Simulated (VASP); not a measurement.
# Al3GaN4: single point with PBEsol

The system is Al3GaN4.

```xyz
8
Lattice="5.0434 0.0000 0.0001 0.0000 2.8953 0.0000 -0.0032 0.0000 5.4180" Properties=species:S:1:pos:R:3 pbc="T T T"
Al    2.5223    1.4477    0.9066
Al    0.0019    1.4477    4.5230
Al    0.0044    0.0000    1.7971
Ga    2.5166    0.0000    3.6095
N     0.5585    0.0000    3.6102
N     0.6170    1.4477    0.9057
N     3.1500    1.4477    4.5522
N     3.1419    0.0000    1.7679
```

This cell differs from its parent crystal: strain -0.0750 x Voigt [0, 1, 0, 0, 0, 0].

```yaml
Program: VASP 6.6.1
Task: single point
Functional: PBEsol
Potentials_or_basis: VASP PAW PBE potentials, release 64 (Al, Ga_d, N)
Cutoff: 520 eV
k_mesh: 6 × 8 × 4
Occupations: gaussian, width 0.05 eV
Spin: no spin polarisation
```

```json
{"Pressure": "19.7 GPa", "Largest force": "1.312 eV/Å", "Band gap on the k mesh": "3.62 eV, direct"}
```

Forces in eV/Å, atoms in the order of the input:
```
Al  -0.666  0.000 -0.948
Al  -0.587  0.000  1.004
Al  -0.617  0.000  0.926
Ga  -0.664  0.000 -1.057
N    0.578  0.000 -1.111
N    0.618  0.000 -1.034
N    0.638  0.000  1.112
N    0.699  0.000  1.110
```

Stress tensor (GPa, compression positive):
```
 5.70  0.00  0.17
 0.00 43.51  0.00
 0.17  0.00 10.03
```

Levels at points of the mesh, in eV from the valence-band top:
```
           k point  band 17  band 18  band 19  band 20  band 21  band 22  band 23  band 24  band 25  band 26
(0.00, 0.00, 0.00)    -0.89    -0.72    -0.65    -0.48     0.00     3.62     5.23     6.39     6.62     8.17
(0.50, 0.00, 0.00)    -1.35    -1.21    -0.81    -0.68    -0.20     4.71     5.03     5.89     6.33     9.05
(0.00, 0.50, 0.00)    -3.44    -2.46    -2.39    -2.04    -1.94     5.15     5.24     7.31     7.44     8.00
(0.50, 0.50, 0.00)    -3.50    -1.70    -1.70    -1.65    -1.41     5.67     6.02     6.06     6.25     8.08
(0.00, 0.00, 0.50)    -1.38    -1.10    -0.88    -0.58    -0.16     5.66     6.03     7.10     7.27     8.18
(0.50, 0.00, 0.50)    -2.20    -1.13    -1.07    -1.05    -0.56     5.91     6.23     6.42     6.57     8.61
(0.00, 0.50, 0.50)    -2.84    -2.41    -2.31    -1.38    -1.25     4.86     5.15     5.37     5.53     7.00
(0.50, 0.50, 0.50)    -2.11    -2.02    -1.99    -1.92    -1.67     4.30     4.71     4.76     4.88     7.64
```

Wall time 2.2 min on 1 thread of Intel(R) Xeon(R) Platinum 8488C (Sapphire Rapids) (shared host), peak memory 0.27 GiB.

Caveat: the cell differs from its parent crystal (strain -0.0750 x Voigt [0, 1, 0, 0, 0, 0]); the PAW data sets were made with another functional, which shifts forces and pressure a little. A k mesh can miss the band edges.
